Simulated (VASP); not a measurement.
# LiH (P6_3/mmc) in VASP: settings compared

Aim: see how the results for LiH move with the level of theory and the settings. Levels: LDA, r2SCAN, HSE06, PBE0. Tasks: relaxation of cell and atoms, single point.

All numbers are computed with VASP 6.6.1; they aren't measurements. Logs are shortened: lines on timing, memory, paths and dates and some standing lists are left out, and cuts for length are marked.

## 1. The cell of the first run

Symmetry: P6_3/mmc, No. 194, hexagonal system. Conventional cell: a = 3.253 Å, b = 3.253 Å, c = 4.072 Å, α = 90.00°, β = 90.00°, γ = 120.00°. Within 2.5 Å of Li (site symmetry -6m2) lie 5 H at 1.88 to 2.04 Å. H (site symmetry -6m2) has 5 Li at 1.88 to 2.04 Å within 2.5 Å.

## 2. Relaxation of cell and atoms, LDA

INCAR reads:

```
PREC     = Accurate       # precision mode
ENCUT    = 600            # plane-wave cutoff, eV
EDIFF    = 1E-6           # SCF threshold, eV
ISMEAR   = -1             # smearing method
SIGMA    = 0.02           # smearing width, eV
LREAL    = False          # projectors in reciprocal space
LASPH    = True           # aspherical terms in the spheres
NELM     = 60             # most SCF steps
ALGO     = Normal         # electronic algorithm
ISIF     = 3              # what is computed and relaxed
LWAVE    = False          # write WAVECAR
LCHARG   = False          # write CHGCAR
GGA      = CA             # functional
IBRION   = 2              # ionic algorithm
NSW      = 80             # ionic steps
EDIFFG   = -0.005         # ionic threshold
```

KPOINTS reads:

```
Automatic mesh
0
Gamma
  12 12 6
```

POSCAR reads:

```
LiH
1.0
    3.2531951112      0.0000000000      0.0000000000
   -1.6265975557      2.8173496098      0.0000000000
    0.0000000000      0.0000000000      4.0724213422
Li H
2 2
Direct
    0.3333333333      0.6666666667      0.2500000000
    0.6666666667      0.3333333333      0.7500000000
    0.6666666667      0.3333333333      0.2500000000
    0.3333333333      0.6666666667      0.7500000000
```

Potentials or basis: VASP PAW LDA potentials, release 64 (Li_sv, H).

Started as:

```console
> cat potpaw_LDA.64/Li_sv/POTCAR potpaw_LDA.64/H/POTCAR > POTCAR
> mpirun -np 1 vasp_std > vasp.out
```

OUTCAR:

```text
PREC = Accurate
   ENCUT = 600
   EDIFF = 1E-6
   ISMEAR = -1
   LREAL = False
   LASPH = True
   NELM = 60
   ISIF = 3
   GGA = CA
   IBRION = 2
   NSW = 80
   EDIFFG = -0.005

 ion  position               nearest neighbor table
   1  0.333  0.667  0.250-
   2  0.667  0.333  0.750-
   3  0.667  0.333  0.250-
   4  0.333  0.667  0.750-

  LATTYP: Found a hexagonal cell.
 ALAT       =     3.2531951112
 C/A-ratio  =     1.2518220405

  Lattice vectors:

 A1 = (   3.2531951112,   0.0000000000,   0.0000000000)
 A2 = (  -1.6265975557,   2.8173496098,   0.0000000000)
 A3 = (   0.0000000000,   0.0000000000,   4.0724213422)

Analysis of symmetry for initial positions (statically):
=====================================================================
 Subroutine PRICEL returns:
 Original cell was already a primitive cell.

 Routine SETGRP: Setting up the symmetry group for a
 hexagonal supercell.

 Subroutine GETGRP returns: Found 24 space group operations
 (whereof 12 operations were pure point group operations)
 out of a pool of 24 trial point group operations.

The static configuration has the point symmetry D_3d.
 The point group associated with its full space group is D_6h.

Analysis of symmetry for dynamics (positions and initial velocities):
=====================================================================
 Subroutine PRICEL returns:
 Original cell was already a primitive cell.

 Routine SETGRP: Setting up the symmetry group for a
 hexagonal supercell.

 Subroutine GETGRP returns: Found 24 space group operations
 (whereof 12 operations were pure point group operations)
 out of a pool of 24 trial point group operations.

The dynamic configuration has the point symmetry D_3d.
 The point group associated with its full space group is D_6h.

 Subroutine INISYM returns: Found 24 space group operations
 (whereof 12 operations are pure point group operations),
 and found     1 'primitive' translations

----------------------------------------------------------------------------------------

                                     Primitive cell

  volume of cell :      37.3253

  direct lattice vectors                    reciprocal lattice vectors
     3.253195111  0.000000000  0.000000000     0.307390109  0.177471762  0.000000000
    -1.626597556  2.817349610  0.000000000     0.000000000  0.354943524  0.000000000
     0.000000000  0.000000000  4.072421342     0.000000000  0.000000000  0.245554160

  length of vectors
     3.253195111  3.253195111  4.072421342     0.354943524  0.354943524  0.245554160

  position of ions in fractional coordinates (direct lattice)
     0.333333333  0.666666667  0.250000000
     0.666666667  0.333333333  0.750000000
     0.666666667  0.333333333  0.250000000
     0.333333333  0.666666667  0.750000000

  ion indices of the primitive-cell ions
   primitive index   ion index
                 1           1
                 2           2
                 3           3
                 4           4

----------------------------------------------------------------------------------------

 KPOINTS: Automatic mesh

Automatic generation of k-mesh.
 Grid dimensions read from file:
 generate k-points for:   12   12    6

 Generating k-lattice:

  Cartesian coordinates                     Fractional coordinates (reciprocal lattice)
     0.025615842  0.014789314  0.000000000     0.083333333  0.000000000  0.000000000
     0.000000000  0.029578627  0.000000000     0.000000000  0.083333333  0.000000000
     0.000000000  0.000000000  0.040925693     0.000000000  0.000000000  0.166666667

  Length of vectors
     0.029578627  0.029578627  0.040925693

  Shift w.r.t. Gamma in fractional coordinates (k-lattice)
     0.000000000  0.000000000  0.000000000

 Subroutine IBZKPT returns following result:
 ===========================================

 Found     76 irreducible k-points:

 Following reciprocal coordinates:
            Coordinates               Weight
  0.000000  0.000000  0.000000      1.000000
  0.083333 -0.000000  0.000000      6.000000
  0.166667  0.000000  0.000000      6.000000
  0.250000 -0.000000  0.000000      6.000000
  0.333333 -0.000000  0.000000      6.000000
  0.416667 -0.000000  0.000000      6.000000
[... 16 lines left out ...]
  0.250000 -0.000000  0.166667     12.000000
  0.333333 -0.000000  0.166667     12.000000
 [... further k-points ...]
   k-points           NKPTS =     76   k-points in BZ     NKDIM =     76   number of bands    NBANDS=      8
   number of dos      NEDOS =    301   number of ions     NIONS =      4
   total plane-waves  NPLWV =  28224
   dimension x,y,z NGX =    28 NGY =   28 NGZ =   36
   dimension x,y,z NGXF=    56 NGYF=   56 NGZF=   72
   ions per type =               2   2
   NGX,Y,Z   is equivalent  to a cutoff of  14.31, 14.31, 14.70 a.u.
   NGXF,Y,Z  is equivalent  to a cutoff of  28.62, 28.62, 29.39 a.u.
 SYSTEM =  unknown system
   PREC   = accura    normal or accurate (medium, high low for compatibility)
   ISTART =      0    job   : 0-new  1-cont  2-samecut
   ICHARG =      2    charge: 1-file 2-atom 10-const
   ISPIN  =      1    spin polarized calculation?
   LNONCOLLINEAR =      F non collinear calculations
   LSORBIT =      F    spin-orbit coupling
   LASPH  =      T    aspherical Exc in radial PAW
   ENCUT  =  600.0 eV  44.10 Ry    6.64 a.u.   6.50  6.50  8.13*2*pi/ulx,y,z
   NELM   =     60;   NELMIN=  2; NELMDL= -5     # of ELM steps
   EDIFF  = 0.1E-05   stopping-criterion for ELM
   LREAL  =      F    real-space projection
   EDIFFG = -.5E-02   stopping-criterion for IOM
   NSW    =     80    number of steps for IOM
   IBRION =      2    ionic relax: 0-MD 1-quasi-New 2-CG
   NFREE  =      1    steps in history (QN), initial steepest desc. (CG)
   ISIF   =      3    stress and relaxation
   ISYM   =      2    0-nonsym 1-usesym 2-fastsym
   POTIM  = 0.5000    time-step for ionic-motion
   TEBEG  =    0.0;   TEEND  =   0.0 temperature during run
   PSTRESS=    0.0 pullay stress
   NELECT =       8.0000    total number of electrons
   NUPDOWN=      -1.0000    fix difference up-down
   EMIN   =  10.00;   EMAX   =-10.00  energy-range for DOS
   EFERMI =   0.00;   METHOD = LEGACY
   ISMEAR =    -1;   SIGMA  =   0.02  broadening in eV -4-tet -1-fermi 0-gaus
   EFERMI_NEDOS =   21; number of points for ismear=-14 and -15
   IALGO  =     38    algorithm
   IMIX   =      4    mixing-type and parameters
     AMIX     =   0.40;   BMIX     =  1.00
     AMIX_MAG =   1.60;   BMIX_MAG =  1.00
  volume/ion in A,a.u.               =       9.33        62.97
  Fermi-wavevector in a.u.,A,eV,Ry     =   0.979724  1.851409 13.059670  0.959859
  Thomas-Fermi vector in A             =   2.110599
   LORBIT       =      0    0 simple, 1 ext, 2 COOP (PROOUT), +10 PAW based schemes
   GGA     = CA    functional components
   LHFCALC =     F    Hartree Fock is set to
   AEXX    =    0.0000 exact exchange contribution
   IVDW    =     0    specifies the selected vdW correction
   LEPSILON=     F    determine dielectric tensor
   LRPA    =     F    only Hartree local field effects (RPA)
 conjugate gradient relaxation of ions
 non-spin polarized calculation
  energy-cutoff  :      600.00
  volume of cell :       37.33
 maximum number of plane-waves:      1277
 NGX is ok and might be reduce to    28
   NGX = 13   NGY = 13   NGZ = 17

--------------------------------------- Ionic step        1  -------------------------------------------

 number of electron       8.0000001 magnetization

 Free energy of the ion-electron system (eV)
  ---------------------------------------------------
  ext. energy  EPLUGINS =         0.00000000
  ---------------------------------------------------
  free energy    TOTEN  =       -12.81517811 eV

  energy without entropy =      -12.81517811  energy(sigma->0) =      -12.81517811

------------------------ aborting loop because EDIFF is reached ----------------------------------------

  FORCE on cell =-STRESS in cart. coord.  units (eV):
  Direction    XX          YY          ZZ          XY          YZ          ZX
  --------------------------------------------------------------------------------------
  -------------------------------------------------------------------------------------
  Total       -0.5203508     -0.5203508     -0.5766548      0.0000000      0.0000000      0.0000000
  in kB      -22.3358896    -22.3358896    -24.7527200      0.0000000      0.0000000      0.0000000
  external PRESSURE =     -23.1414998 kB  Pullay stress =       0.0000000 kB
[... 23 lines left out ...]
  energy  without entropy=      -12.8151781138  energy(sigma->0) =      -12.81517811

--------------------------------------- Ionic step        2  -------------------------------------------

 number of electron       7.9999995 magnetization

 E-fermi :   0.3887     XC(G=0):  -8.2698

 val. band max:        0.0166735311   @ k =   0.0000   0.0000   0.0000
 cond. band min:       1.4299020493   @ k =   0.3333   0.3333   0.0000
 fundamental gap:      1.4132285181
 Fermi energy:         0.3886863906

 k-point     1 :       0.0000    0.0000    0.0000
  band No.  band energies     occupation
      1     -43.7809      2.00000
      2     -43.7110      2.00000
      3      -5.4282      2.00000
      4       0.0167      2.00000
      5       2.6691      0.00000
      6      10.3719      0.00000
      7      10.3720      0.00000
      8      11.4160      0.00000
[... 326 lines left out ...]
  energy  without entropy=      -12.8367849787  energy(sigma->0) =      -12.83678498

--------------------------------------- Ionic step        4  -------------------------------------------

 number of electron       7.9999995 magnetization

 Free energy of the ion-electron system (eV)
  ---------------------------------------------------
  ext. energy  EPLUGINS =         0.00000000
  ---------------------------------------------------
  free energy    TOTEN  =       -12.83702484 eV

  energy without entropy =      -12.83702484  energy(sigma->0) =      -12.83702484

 E-fermi :   0.7510     XC(G=0):  -8.4613

 val. band max:        0.3232592339   @ k =   0.0000   0.0000   0.0000
 cond. band min:       1.5882908276   @ k =   0.3333   0.3333   0.0000
 fundamental gap:      1.2650315936
 Fermi energy:         0.7509573012

 k-point     1 :       0.0000    0.0000    0.0000
  band No.  band energies     occupation
      1     -43.4643      2.00000
      2     -43.3772      2.00000
      3      -5.3699      2.00000
      4       0.3233      2.00000
      5       2.9228      0.00000
      6      10.9301      0.00000
      7      10.9301      0.00000
      8      12.1061      0.00000
[... 284 lines left out ...]
  FREE ENERGIE OF THE ION-ELECTRON SYSTEM (eV)
  ---------------------------------------------------
  free  energy   TOTEN  =       -12.8370248392 eV

  energy  without entropy=      -12.8370248392  energy(sigma->0) =      -12.83702484

 reached required accuracy - stopping structural energy minimisation
```

Run time: 51 s. Hardware: 1 thread of AMD EPYC 7R13 (Zen 3), shared host; peak memory 0.12 GiB.

What came out:

```yaml
Free_energy: -12.8370 eV
Relaxed_volume: 8.61 Å³/atom
Relaxed_cell: a = 3.171 Å, b = 3.171 Å, c = 3.958 Å, α = 90.00°, β = 90.00°, γ = 120.00°
Space_group_after_relaxing_to_0.1_Å: P6_3/mmc (No. 194)
Energy_gained_by_relaxing: 5.5 meV/atom
Ionic_steps: 4
Pressure_after_relaxing: 0.0 GPa
Band_gap_on_the_k_mesh: 1.26 eV (least direct gap 2.60 eV)
```

The path:
```csv
step,energy change (eV),largest force (eV/Å),pressure (GPa),volume (Å³)
1,0.0000,0.0000,-2.31,37.33
2,-0.0093,0.0000,-1.80,36.60
3,-0.0216,0.0000,-0.27,34.76
4,-0.0218,0.0000,0.02,34.46
```

Final structure:
```xyz
4
Lattice="3.1706 0.0000 0.0000 -1.5853 2.7458 0.0000 0.0000 0.0000 3.9579" Properties=species:S:1:pos:R:3 pbc="T T T"
Li    0.0000    1.8306    0.9895
Li    1.5853    0.9153    2.9684
H     1.5853    0.9153    0.9895
H     0.0000    1.8306    2.9684
```

Levels at points of the mesh, in eV from the valence-band top:
```
           k point  band 1  band 2  band 3  band 4  band 5  band 6  band 7  band 8
(0.00, 0.00, 0.00)  -43.79  -43.70   -5.69    0.00    2.60   10.61   10.61   11.78
(0.50, 0.00, 0.00)  -43.75  -43.72   -3.09   -2.44    4.37    6.50    7.04    8.47
(0.00, 0.00, 0.50)  -43.74  -43.74   -4.14   -4.14    9.91    9.91   12.71   12.71
(0.50, 0.00, 0.50)  -43.73  -43.73   -2.77   -2.77    4.03    4.03    9.35    9.35
```

Caveat: the cutoff is under 1.25 times the usual one of these potentials, so pressure, stress and relaxed cells hold a basis-set (Pulay) error.

## 3. Relaxation of cell and atoms, r2SCAN

POSCAR is that of step 2.

INCAR.step1 reads:

```
ALGO     = Normal         # electronic algorithm
EDIFF    = 1E-4           # SCF threshold, eV
ENCUT    = 600            # plane-wave cutoff, eV
GGA      = PE             # functional
ISMEAR   = -1             # smearing method
LASPH    = True           # aspherical terms in the spheres
LCHARG   = False          # write CHGCAR
LREAL    = False          # projectors in reciprocal space
LWAVE    = True           # write WAVECAR
NELM     = 80             # most SCF steps
PREC     = Accurate       # precision mode
SIGMA    = 0.02           # smearing width, eV
```

INCAR.step2 reads:

```
ALGO     = Normal         # electronic algorithm
EDIFF    = 1E-7           # SCF threshold, eV
EDIFFG   = -0.005         # ionic threshold
ENCUT    = 600            # plane-wave cutoff, eV
IBRION   = 2              # ionic algorithm
ISIF     = 3              # what is computed and relaxed
ISMEAR   = -1             # smearing method
ISTART   = 1            
LASPH    = True           # aspherical terms in the spheres
LCHARG   = False          # write CHGCAR
LMIXTAU  = True         
LREAL    = False          # projectors in reciprocal space
LWAVE    = False          # write WAVECAR
METAGGA  = R2SCAN         # meta-GGA
NELM     = 80             # most SCF steps
NSW      = 80             # ionic steps
PREC     = Accurate       # precision mode
SIGMA    = 0.02           # smearing width, eV
```

KPOINTS reads:

```
k-points
0
Gamma
  12 12 6
```

Potentials or basis: VASP PAW PBE potentials, release 64 (Li_sv, H).

Started as:

```console
> cat potpaw_PBE.64/Li_sv/POTCAR potpaw_PBE.64/H/POTCAR > POTCAR
> cp INCAR.step1 INCAR
> mpirun -np 1 vasp_std > vasp.out
> cp INCAR.step2 INCAR
> mpirun -np 1 vasp_std > vasp.out
```

Wall time 2.5 min (1 thread of Intel Xeon 6975P-C (Granite Rapids), shared host); peak memory 0.18 GiB.

Results (log left out):

```
Free energy                           : -13.5381 eV
Relaxed volume                        : 9.21 Å³/atom
Relaxed cell                          : a = 3.245 Å, b = 3.245 Å, c = 4.042 Å, α = 90.00°, β = 90.00°, γ = 120.00°
Space group after relaxing (to 0.1 Å) : P6_3/mmc (No. 194)
Energy gained by relaxing             : 0.2 meV/atom
Ionic steps                           : 3
Pressure after relaxing               : 0.0 GPa
Band gap on the k mesh                : 2.25 eV (least direct gap 3.61 eV)
```

The path:
```tsv
step	energy change (eV)	largest force (eV/Å)	pressure (GPa)	volume (Å³)
1	0.0000	0.0000	-0.38	37.33
2	-0.0003	0.0000	-0.29	37.21
3	-0.0007	0.0000	0.02	36.85
```

Final structure:
```xyz
4
Lattice="3.2449 0.0000 0.0000 -1.6224 2.8101 0.0000 0.0000 0.0000 4.0418" Properties=species:S:1:pos:R:3 pbc="T T T"
Li    0.0000    1.8734    1.0104
Li    1.6224    0.9367    3.0313
H     1.6224    0.9367    1.0104
H     0.0000    1.8734    3.0313
```

Levels at points of the mesh, in eV from the valence-band top:
```tsv
k point	band 1	band 2	band 3	band 4	band 5	band 6	band 7	band 8
(0.00, 0.00, 0.00)	-46.06	-46.00	-5.33	0.00	3.61	11.64	11.64	12.37
(0.50, 0.00, 0.00)	-46.04	-46.02	-2.89	-2.09	4.95	7.49	7.98	9.47
(0.00, 0.00, 0.50)	-46.03	-46.03	-3.78	-3.78	10.42	10.42	13.89	13.89
(0.50, 0.00, 0.50)	-46.03	-46.03	-2.52	-2.52	4.89	4.89	10.31	10.31
```

Caveat: the cutoff is under 1.25 times the usual one of these potentials, so pressure, stress and relaxed cells hold a basis-set (Pulay) error; the PAW data sets were made with another functional, which shifts forces and pressure a little. A k mesh can miss the band edges.

## 4. Single point, HSE06

This run uses another cell than the first one, of 9.24 Å³/atom.

POSCAR reads:

```
LiH
1.0
    3.2441953228      0.0000000001      0.0000000000
   -1.6220976615      2.8095555643      0.0000000000
    0.0000000000      0.0000000000      4.0532004930
Li H
2 2
Direct
    0.3333333333      0.6666666667      0.2500000000
    0.6666666667      0.3333333333      0.7500000000
    0.6666666667      0.3333333333      0.2500000000
    0.3333333333      0.6666666667      0.7500000000
```

INCAR.step1 reads:

```
PREC = Accurate
ENCUT = 520
EDIFF = 1E-5
ISMEAR = -1
SIGMA = 0.02
LREAL = False
LASPH = True
NELM = 100
ALGO = Normal
ISIF = 2
LWAVE = True
NBANDS = 12
GGA = PE
```

INCAR.step2 reads:

```
PREC = Accurate
ENCUT = 520
EDIFF = 1E-6
ISMEAR = -1
SIGMA = 0.02
LREAL = False
LASPH = True
NELM = 100
ALGO = Normal
ISIF = 2
LWAVE = False
LCHARG = True
GGA = PE
LHFCALC = True
HFSCREEN = 0.2079
PRECFOCK = Normal
LELF = True
LVHAR = True
NBANDS = 12
ISTART = 1
```

KPOINTS reads:

```
Automatic mesh
0
Gamma
  6 6 4
```

Started as:

```console
> cat potpaw_PBE.64/Li_sv/POTCAR potpaw_PBE.64/H/POTCAR > POTCAR
> cp INCAR.step1 INCAR
> mpirun -np 1 vasp_std > vasp.out
> cp INCAR.step2 INCAR
> mpirun -np 1 vasp_std > vasp.out
```

It took 3 min on 1 thread of Intel Xeon 6975P-C (Granite Rapids), shared host; peak memory 0.24 GiB.

It converged, with:

```yaml
Free_energy: -13.4694 eV
Band_gap_on_the_k_mesh: 2.71 eV (least direct gap 4.05 eV)
```

Levels at points of the mesh, in eV from the valence-band top:
```csv
k point,band 1,band 2,band 3,band 4,band 5,band 6,band 7,band 8
"(0.00, 0.00, 0.00)",-47.63,-47.57,-5.86,0.00,4.05,12.09,12.09,12.82
"(0.50, 0.00, 0.00)",-47.60,-47.58,-3.12,-2.19,5.47,7.99,8.54,9.87
"(0.00, 0.00, 0.50)",-47.60,-47.60,-4.13,-4.13,10.97,10.97,14.19,14.19
"(0.50, 0.00, 0.50)",-47.59,-47.59,-2.67,-2.67,5.29,5.29,10.82,10.82
```

Caveat: the cutoff is under 1.25 times the usual one of these potentials, so pressure, stress and relaxed cells hold a basis-set (Pulay) error; the PAW data sets were made with another functional, which shifts forces and pressure a little.

(Continued in part 2 of 2.)
